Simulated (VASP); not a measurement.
# PbO2 (P4_2/mnm) in VASP: further runs

Runs on PbO2. Level: PBEsol. Tasks: single point.

All numbers are computed with VASP 6.6.1; they aren't measurements. Logs are shortened: lines on timing, memory, paths and dates and some standing lists are left out, and cuts for length are marked.

## (1) The cell of the first run

Symmetry: P4_2/mnm, No. 136, tetragonal system. Conventional cell: a = 4.782 Å, b = 4.782 Å, c = 3.391 Å, α = 90.00°, β = 90.00°, γ = 90.00°. Pb (site symmetry mmm) has 6 O at 2.08 to 2.14 Å within 2.8 Å. Within 2.8 Å of O (site symmetry m2m) lie 3 Pb at 2.08 to 2.14 Å and 1 O at 2.61 Å.

## (2) Single point, PBEsol (12.92 Å³/atom)

File INCAR:

```
SYSTEM = PbO2
  ALGO = Normal
  EDIFF = 1E-6
  ENCUT = 520
  GGA = PS
  ISIF = 2
  ISMEAR = 0
  LASPH = .TRUE.
  LCHARG = .TRUE.
  LELF = .TRUE.
  LREAL = .FALSE.
  LVHAR = .TRUE.
  LWAVE = .FALSE.
  NBANDS = 35
  NELM = 80
  PREC = Accurate
  SIGMA = 0.1
```

File KPOINTS:

```
k-points
0
G
  8 8 10
  0 0 0
```

File POSCAR:

```
PbO2
1.0
    4.7815474202      0.0000000000      0.0000000000
    0.0000000000      4.7815474202      0.0000000000
    0.0000000000      0.0000000000      3.3909524764
Pb O
2 4
Direct
    0.0000000000      0.0000000000      0.0000000000
    0.5000000000      0.5000000000      0.5000000000
    0.3071782221      0.3071782221      0.0000000000
    0.1928217779      0.8071782221      0.5000000000
    0.6928217779      0.6928217779      0.0000000000
    0.8071782221      0.1928217779      0.5000000000
```

Potentials or basis: VASP PAW PBE potentials, release 64 (Pb_d, O).

On the command line:

```console
$ cat potpaw_PBE.64/Pb_d/POTCAR potpaw_PBE.64/O/POTCAR > POTCAR
$ mpirun -np 1 vasp_std > vasp.out
```

OUTCAR:

```text
SYSTEM = PbO2
   EDIFF = 1E-6
   ENCUT = 520
   GGA = PS
   ISIF = 2
   ISMEAR = 0
   LASPH = .TRUE.
   LREAL = .FALSE.
   NELM = 80
   PREC = Accurate

 ion  position               nearest neighbor table
   1  0.000  0.000  0.000-   3 2.08   5 2.08   4 2.14   6 2.14   4 2.14   6 2.14   2 3.78   2 3.78
                             2 3.78   2 3.78   2 3.78   2 3.78   2 3.78   2 3.78
   2  0.500  0.500  0.500-   4 2.08   6 2.08   5 2.14   3 2.14   3 2.14   5 2.14   1 3.78   1 3.78
                             1 3.78   1 3.78   1 3.78   1 3.78   1 3.78   1 3.78
   3  0.307  0.307  0.000-   1 2.08   2 2.14   2 2.14
   4  0.193  0.807  0.500-   2 2.08   1 2.14   1 2.14
   5  0.693  0.693  0.000-   1 2.08   2 2.14   2 2.14
   6  0.807  0.193  0.500-   2 2.08   1 2.14   1 2.14

  LATTYP: Found a simple tetragonal cell.
 ALAT       =     4.7815474202
 C/A-ratio  =     0.7091747040

  Lattice vectors:

 A1 = (   4.7815474202,   0.0000000000,   0.0000000000)
 A2 = (   0.0000000000,   4.7815474202,   0.0000000000)
 A3 = (   0.0000000000,   0.0000000000,   3.3909524764)

Analysis of symmetry for initial positions (statically):
=====================================================================
 Subroutine PRICEL returns:
 Original cell was already a primitive cell.

 Routine SETGRP: Setting up the symmetry group for a
 simple tetragonal supercell.

 Subroutine GETGRP returns: Found 16 space group operations
 (whereof  8 operations were pure point group operations)
 out of a pool of 16 trial point group operations.

The static configuration has the point symmetry D_2h.
 The point group associated with its full space group is D_4h.

Analysis of symmetry for dynamics (positions and initial velocities):
=====================================================================
 Subroutine PRICEL returns:
 Original cell was already a primitive cell.

 Routine SETGRP: Setting up the symmetry group for a
 simple tetragonal supercell.

 Subroutine GETGRP returns: Found 16 space group operations
 (whereof  8 operations were pure point group operations)
 out of a pool of 16 trial point group operations.

The dynamic configuration has the point symmetry D_2h.
 The point group associated with its full space group is D_4h.

 Subroutine INISYM returns: Found 16 space group operations
 (whereof  8 operations are pure point group operations),
 and found     1 'primitive' translations

----------------------------------------------------------------------------------------

                                     Primitive cell

  volume of cell :      77.5280
[... 97 lines left out ...]
   EDIFF  = 0.1E-05   stopping-criterion for ELM
   LREAL  =      F    real-space projection
   EDIFFG = 0.1E-04   stopping-criterion for IOM
   NSW    =      0    number of steps for IOM
   IBRION =     -1    ionic relax: 0-MD 1-quasi-New 2-CG
   NFREE  =      0    steps in history (QN), initial steepest desc. (CG)
   ISIF   =      2    stress and relaxation
   ISYM   =      2    0-nonsym 1-usesym 2-fastsym
   POTIM  = 0.5000    time-step for ionic-motion
   TEBEG  =    0.0;   TEEND  =   0.0 temperature during run
   PSTRESS=    0.0 pullay stress
   NELECT =      52.0000    total number of electrons
   NUPDOWN=      -1.0000    fix difference up-down
   EMIN   =  10.00;   EMAX   =-10.00  energy-range for DOS
   EFERMI =   0.00;   METHOD = LEGACY
   ISMEAR =     0;   SIGMA  =   0.10  broadening in eV -4-tet -1-fermi 0-gaus
   EFERMI_NEDOS =   21; number of points for ismear=-14 and -15
   IALGO  =     38    algorithm
   IMIX   =      4    mixing-type and parameters
     AMIX     =   0.40;   BMIX     =  1.00
     AMIX_MAG =   1.60;   BMIX_MAG =  1.00
  volume/ion in A,a.u.               =      12.92        87.20
  Fermi-wavevector in a.u.,A,eV,Ry     =   1.433034  2.708041 27.940728  2.053586
  Thomas-Fermi vector in A             =   2.552596
   LORBIT       =      0    0 simple, 1 ext, 2 COOP (PROOUT), +10 PAW based schemes
   GGA     = PS    functional components
   LHFCALC =     F    Hartree Fock is set to
   AEXX    =    0.0000 exact exchange contribution
   IVDW    =     0    specifies the selected vdW correction
   LEPSILON=     F    determine dielectric tensor
   LRPA    =     F    only Hartree local field effects (RPA)
 non-spin polarized calculation
 Gauss-broadening in eV      SIGMA  =   0.10
  energy-cutoff  :      520.00
  volume of cell :       77.53
 maximum number of plane-waves:      2120
 NGX is ok and might be reduce to    36
   NGX = 17   NGY = 17   NGZ = 13

 number of electron      51.9999995 magnetization

 Free energy of the ion-electron system (eV)
  ---------------------------------------------------
  ext. energy  EPLUGINS =         0.00000000
  ---------------------------------------------------
  free energy    TOTEN  =       -33.71071613 eV

  energy without entropy =      -33.70946691  energy(sigma->0) =      -33.71009152

 E-fermi :   5.1829     XC(G=0): -11.3917

 val. band max:        5.1459249583   @ k =   0.0000   0.0000   0.0000
 cond. band min:       5.2199256564   @ k =   0.1250   0.0000   0.0000
 fundamental gap:      0.0740006981
 Fermi energy:         5.1829134846

 k-point     1 :       0.0000    0.0000    0.0000
  band No.  band energies     occupation
      1     -13.7115      2.00000
      2     -13.4528      2.00000
      3     -11.5506      2.00000
      4     -11.5506      2.00000
      5     -10.4967      2.00000
      6     -10.1960      2.00000
[... 901 lines left out ...]
     34      17.2787      0.00000
     35      17.5454      0.00000

 [... further k-points ...]
[... 5 lines left out ...]
  --------------------------------------------------------------------------------------
  -------------------------------------------------------------------------------------
  Total        7.5545957      7.5545957      7.6459081      0.0000000      0.0000000      0.0000000
  in kB      156.1216637    156.1216637    158.0087072      0.0000000      0.0000000      0.0000000
  external PRESSURE =     156.7506782 kB  Pullay stress =       0.0000000 kB

 VOLUME and BASIS-vectors are now :
 -----------------------------------------------------------------------------
  energy-cutoff  :      520.00
  volume of cell :       77.53
      direct lattice vectors                 reciprocal lattice vectors
     4.781547420  0.000000000  0.000000000     0.209137317  0.000000000  0.000000000
     0.000000000  4.781547420  0.000000000     0.000000000  0.209137317  0.000000000
     0.000000000  0.000000000  3.390952476     0.000000000  0.000000000  0.294902393

 POSITION                                       TOTAL-FORCE (eV/Angst)
 -----------------------------------------------------------------------------------
      0.00000      0.00000      0.00000         0.000000      0.000000     -0.000000
      2.39077      2.39077      1.69548         0.000000      0.000000     -0.000000
      1.46879      1.46879      0.00000        -0.003263     -0.003263     -0.000000
      0.92199      3.85956      1.69548         0.003263     -0.003263     -0.000000
      3.31276      3.31276      0.00000         0.003263      0.003263      0.000000
      3.85956      0.92199      1.69548        -0.003263      0.003263      0.000000
 -----------------------------------------------------------------------------------
    total drift:                                0.000000      0.000000      0.000000

  FREE ENERGIE OF THE ION-ELECTRON SYSTEM (eV)
  ---------------------------------------------------
  free  energy   TOTEN  =       -33.7107161309 eV

  energy  without entropy=      -33.7094669087  energy(sigma->0) =      -33.71009152
```

OSZICAR:

```text
N       E                     dE             d eps       ncg     rms          rms(c)
DAV:   1     0.691184447590E+03    0.69118E+03   -0.25834E+04  6340   0.186E+03
DAV:   2     0.557380577002E+02   -0.63545E+03   -0.60237E+03  6787   0.510E+02
DAV:   3    -0.344132079412E+02   -0.90151E+02   -0.87580E+02  7471   0.210E+02
DAV:   4    -0.388896572203E+02   -0.44764E+01   -0.44352E+01  8024   0.485E+01
DAV:   5    -0.390445005998E+02   -0.15484E+00   -0.15457E+00  8361   0.922E+00    0.133E+01
DAV:   6    -0.337325090113E+02    0.53120E+01   -0.15123E+01  9630   0.516E+01    0.410E+00
DAV:   7    -0.337661160392E+02   -0.33607E-01   -0.15932E+00  6977   0.834E+00    0.267E+00
DAV:   8    -0.337340784215E+02    0.32038E-01   -0.33069E-01  9996   0.614E+00    0.108E+00
DAV:   9    -0.337096908897E+02    0.24388E-01   -0.72852E-02  9804   0.392E+00    0.110E-01
DAV:  10    -0.337107523368E+02   -0.10614E-02   -0.83684E-03  7004   0.516E-01    0.102E-01
DAV:  11    -0.337107244634E+02    0.27873E-04   -0.27959E-04 10195   0.157E-01    0.320E-02
DAV:  12    -0.337107194004E+02    0.50631E-05   -0.25572E-05  9588   0.472E-02    0.144E-02
DAV:  13    -0.337107158121E+02    0.35883E-05   -0.12765E-05  8750   0.551E-02    0.325E-03
DAV:  14    -0.337107161309E+02   -0.31884E-06   -0.15263E-06  4563   0.157E-02
   1 F= -.33710716E+02 E0= -.33710092E+02  d E =-.124922E-02
```

It took 2.2 min on 1 thread of Intel Xeon 6975P-C (Granite Rapids), shared host; peak memory 0.31 GiB.

What came out:

| Quantity | Value |
| --- | --- |
| Free energy | -33.7107 eV |
| Pressure | 15.7 GPa |
| Largest force | 0.005 eV/Å |
| Band gap on the k mesh | 0.03 eV (least direct gap 0.15 eV) |

Forces on the atoms (eV/Å):
```
Pb   0.000  0.000  0.000
Pb   0.000  0.000  0.000
O   -0.003 -0.003  0.000
O    0.003 -0.003  0.000
O    0.003  0.003  0.000
O   -0.003  0.003  0.000
```

Caveat: the cell stands under pressure; the smearing spreads over this small gap; the PAW data sets were made with another functional, which shifts forces and pressure a little; spin-orbit coupling is left out, which moves the levels of the heavy elements.

## (3) Single point, PBEsol (13.35 Å³/atom)

This run uses another cell than the first one, of 13.35 Å³/atom.

File INCAR:

```
PREC = Accurate
ENCUT = 520
EDIFF = 1E-7
ISMEAR = 0
SIGMA = 0.1
LREAL = False
LASPH = True
NELM = 60
ALGO = Normal
ISIF = 2
LWAVE = False
LCHARG = False
GGA = PS
NBANDS = 35
```

File KPOINTS:

```
Automatic mesh
0
Gamma
  8 8 10
```

File POSCAR:

```
PbO2
1.0
    4.8558952619      0.0000000000      0.0000000000
    0.0000000000      4.8558952619      0.0000000000
    0.0000000000      0.0000000000      3.3963033804
Pb O
2 4
Direct
    0.0000000000      0.0000000000      0.0000000000
    0.5000000000      0.5000000000      0.5000000000
    0.3070491621      0.3070491621      0.0000000000
    0.1929508379      0.8070491621      0.5000000000
    0.6929508379      0.6929508379      0.0000000000
    0.8070491621      0.1929508379      0.5000000000
```

Potentials or basis: VASP PAW PBE potentials, release 64 (Pb_d, O).

On the command line:

```console
$ cat potpaw_PBE.64/Pb_d/POTCAR potpaw_PBE.64/O/POTCAR > POTCAR
$ mpirun -np 1 vasp_std > vasp.out
```

OUTCAR:

```text
PREC = Accurate
   ENCUT = 520
   EDIFF = 1E-7
   ISMEAR = 0
   LREAL = False
   LASPH = True
   NELM = 60
   ISIF = 2
   GGA = PS

 ion  position               nearest neighbor table
   1  0.000  0.000  0.000-   3 2.11   5 2.11   4 2.15   6 2.15   4 2.15   6 2.15   2 3.83   2 3.83
                             2 3.83   2 3.83   2 3.83   2 3.83   2 3.83   2 3.83
   2  0.500  0.500  0.500-   4 2.11   6 2.11   5 2.15   3 2.15   3 2.15   5 2.15   1 3.83   1 3.83
                             1 3.83   1 3.83   1 3.83   1 3.83   1 3.83   1 3.83
   3  0.307  0.307  0.000-   1 2.11   2 2.15   2 2.15
   4  0.193  0.807  0.500-   2 2.11   1 2.15   1 2.15
   5  0.693  0.693  0.000-   1 2.11   2 2.15   2 2.15
[... 1123 lines left out ...]
  Total        4.7511727      4.7511727      4.8590012      0.0000000      0.0000000      0.0000000
  in kB       95.0531030     95.0531030     97.2103465      0.0000000      0.0000000      0.0000000
  external PRESSURE =      95.7721842 kB  Pullay stress =       0.0000000 kB

 VOLUME and BASIS-vectors are now :
 -----------------------------------------------------------------------------
  energy-cutoff  :      520.00
  volume of cell :       80.08
      direct lattice vectors                 reciprocal lattice vectors
     4.855895262  0.000000000  0.000000000     0.205935249  0.000000000  0.000000000
     0.000000000  4.855895262  0.000000000     0.000000000  0.205935249  0.000000000
     0.000000000  0.000000000  3.396303380     0.000000000  0.000000000  0.294437772

 POSITION                                       TOTAL-FORCE (eV/Angst)
 -----------------------------------------------------------------------------------
      0.00000      0.00000      0.00000        -0.000000     -0.000000      0.000000
      2.42795      2.42795      1.69815        -0.000000     -0.000000      0.000000
      1.49100      1.49100      0.00000        -0.003853     -0.003853     -0.000000
      0.93695      3.91895      1.69815         0.003853     -0.003853      0.000000
      3.36490      3.36490      0.00000         0.003853      0.003853      0.000000
      3.91895      0.93695      1.69815        -0.003853      0.003853      0.000000
 -----------------------------------------------------------------------------------
    total drift:                                0.000000      0.000000     -0.000000

  FREE ENERGIE OF THE ION-ELECTRON SYSTEM (eV)
  ---------------------------------------------------
  free  energy   TOTEN  =       -33.9137461867 eV

  energy  without entropy=      -33.9120813432  energy(sigma->0) =      -33.91291376
```

OSZICAR:

```text
N       E                     dE             d eps       ncg     rms          rms(c)
DAV:   1     0.684940691415E+03    0.68494E+03   -0.25875E+04  6332   0.184E+03
DAV:   2     0.546792489111E+02   -0.63026E+03   -0.59821E+03  6788   0.505E+02
DAV:   3    -0.343853872013E+02   -0.89065E+02   -0.86337E+02  7351   0.207E+02
DAV:   4    -0.389727961905E+02   -0.45874E+01   -0.45435E+01  8045   0.485E+01
DAV:   5    -0.391260825107E+02   -0.15329E+00   -0.15299E+00  8284   0.911E+00    0.132E+01
DAV:   6    -0.339489608656E+02    0.51771E+01   -0.15033E+01  9628   0.503E+01    0.419E+00
DAV:   7    -0.339687213169E+02   -0.19760E-01   -0.15529E+00  7012   0.843E+00    0.268E+00
DAV:   8    -0.339368565387E+02    0.31865E-01   -0.34156E-01  9894   0.584E+00    0.109E+00
DAV:   9    -0.339126568540E+02    0.24200E-01   -0.72378E-02  9871   0.375E+00    0.112E-01
DAV:  10    -0.339138122919E+02   -0.11554E-02   -0.88276E-03  6932   0.515E-01    0.111E-01
DAV:  11    -0.339137586928E+02    0.53599E-04   -0.25981E-04 10175   0.148E-01    0.403E-02
DAV:  12    -0.339137496963E+02    0.89965E-05   -0.32297E-05  9399   0.440E-02    0.164E-02
DAV:  13    -0.339137456298E+02    0.40665E-05   -0.16822E-05 10089   0.541E-02    0.490E-03
DAV:  14    -0.339137459710E+02   -0.34123E-06   -0.22432E-06  9550   0.154E-02    0.128E-03
DAV:  15    -0.339137462316E+02   -0.26056E-06   -0.97892E-08  4810   0.272E-03    0.169E-04
DAV:  16    -0.339137461867E+02    0.44902E-07   -0.23999E-08  3862   0.240E-03
   1 F= -.33913746E+02 E0= -.33912914E+02  d E =-.166484E-02
```

stdout:

```text
POSCAR found type information on POSCAR PbO
 POSCAR found :  2 types and       6 ions
 scaLAPACK will be used
 -----------------------------------------------------------------------------
|                                                                             |
|                                                                             |
|     You enforced a specific xc type in the INCAR file but a different       |
|     I HOPE YOU KNOW WHAT YOU ARE DOING!                                     |
|                                                                             |
 -----------------------------------------------------------------------------

 LDA part: xc-table for (Slater+PW92), standard interpolation
 POSCAR, INCAR and KPOINTS ok, starting setup
 FFT: planning ... GRIDC
 FFT: planning ... GRID_SOFT
 FFT: planning ... GRID
 WAVECAR not read
 entering main loop
```

Run time: 2.6 min. Hardware: 1 thread of Intel Xeon 6975P-C (Granite Rapids), shared host; peak memory 0.32 GiB.

Results:

```
Free energy            : -33.9137 eV
Pressure               : 9.6 GPa
Largest force          : 0.005 eV/Å
Band gap on the k mesh : 0.02 eV (least direct gap 0.07 eV)
```

Forces on the atoms (eV/Å):
```
Pb   0.000  0.000  0.000
Pb   0.000  0.000  0.000
O   -0.004 -0.004  0.000
O    0.004 -0.004  0.000
O    0.004  0.004  0.000
O   -0.004  0.004  0.000
```

Stress tensor (GPa, compression positive):
```
9.51 0.00 0.00
0.00 9.51 0.00
0.00 0.00 9.72
```

Caveat: the cell stands under pressure; the smearing spreads over this small gap; the PAW data sets were made with another functional, which shifts forces and pressure a little; spin-orbit coupling is left out, which moves the levels of the heavy elements.

The gap in the log of VASP goes by the Fermi energy; the results here count the filled bands.